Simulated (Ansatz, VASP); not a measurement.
## HfSiO4: VASP beside Ansatz

INCAR

```
PREC = Accurate ; ENCUT = 600
EDIFF = 1E-6 ; ISMEAR = 0
SIGMA = 0.1 ; LREAL = False
LASPH = True ; NELM = 120
ALGO = Normal ; ISIF = 2
LWAVE = False ; LCHARG = True
GGA = PE ; LELF = True
LVHAR = True ; NBANDS = 50
GGA_COMPAT = False
```

KPOINTS

```
regular mesh
0
Gamma
  6 6 2
```

File POSCAR:

```
HfSiO4
1.0
    4.6460377900      0.0000000000      0.0000000000
   -2.3230189000      4.0235867600      0.0000000000
    0.0000000000      0.0000000000      7.6054502900
Hf Si O
2 2 8
Direct
    0.3333333300      0.6666666700      0.4380000000
    0.6666666700      0.3333333300      0.9380000000
    0.3333333300      0.6666666700      0.0620000000
    0.6666666700      0.3333333300      0.5620000000
    0.3333333300      0.6666666700      0.2500000000
    0.6666666700      0.3333333300      0.7500000000
    0.5000000000      0.0000000000      0.0000000000
    0.5000000000      0.5000000000      0.5000000000
    0.0000000000      0.5000000000      0.0000000000
    0.5000000000      0.0000000000      0.5000000000
    0.5000000000      0.5000000000      0.0000000000
    0.0000000000      0.5000000000      0.5000000000
```

Input for Ansatz:

```yaml
crystal:
  lattice:
    - [4.64603779, 0.0, 0.0]
    - [-2.3230189, 4.02358676, 0.0]
    - [0.0, 0.0, 7.60545029]
  atoms:
    - { symbol: Hf, position: [0.33333333, 0.66666667, 0.438] }
    - { symbol: Hf, position: [0.66666667, 0.33333333, 0.938] }
    - { symbol: Si, position: [0.33333333, 0.66666667, 0.062] }
    - { symbol: Si, position: [0.66666667, 0.33333333, 0.562] }
    - { symbol: O, position: [0.33333333, 0.66666667, 0.25] }
    - { symbol: O, position: [0.66666667, 0.33333333, 0.75] }
    - { symbol: O, position: [0.5, 0.0, 0.0] }
    - { symbol: O, position: [0.5, 0.5, 0.5] }
    - { symbol: O, position: [0.0, 0.5, 0.0] }
    - { symbol: O, position: [0.5, 0.0, 0.5] }
    - { symbol: O, position: [0.5, 0.5, 0.0] }
    - { symbol: O, position: [0.0, 0.5, 0.5] }
basis:
  ecutwfc: 420
kpoints:
  mp_grid: { grid: [6, 6, 2] }
hamiltonian:
  xc: pbe
scf:
  occupations: { method: gaussian, width: 0.1 }
  lower_state_search: "off"
output:
  forces: true
  stress: true
  eigenvalues: true
```

Alike in both runs: task single point; functional PBE; k mesh 6 × 6 × 2; occupations gaussian, width 0.1 eV; no spin polarisation.

```csv
,VASP,Ansatz
version,VASP 6.6.1,Ansatz 0.2.0
potentials or method,"VASP PAW PBE potentials, release 64 (Hf_pv, Si, O), cutoff 600 eV","scalar-relativistic, plane waves, PAW"
valence electrons in the cell,76,108
```

Ansatz gave:

| Item | Value |
| --- | --- |
| gap on the k mesh at the Fermi level (eV) | 3.25 |
| least direct gap on the mesh (eV) | 4.13 |
| rms of the force components (eV/Å) | 18.288 |

Task: Estimate VASP's values.

Result: gap on the k mesh at the Fermi level (eV): 2.63; least direct gap on the mesh (eV): 3.56; rms of the force components (eV/Å): 20.236.

Atom by atom the forces differ by 1.949 eV/Å (rms over components). One of these differences is far larger than is usual between the two programs; its cause wasn't traced. VASP's potentials hold 76 valence electrons a cell and Ansatz's 108, so a difference there can come from the potentials and not from the codes.

Neither program's run includes spin-orbit coupling.
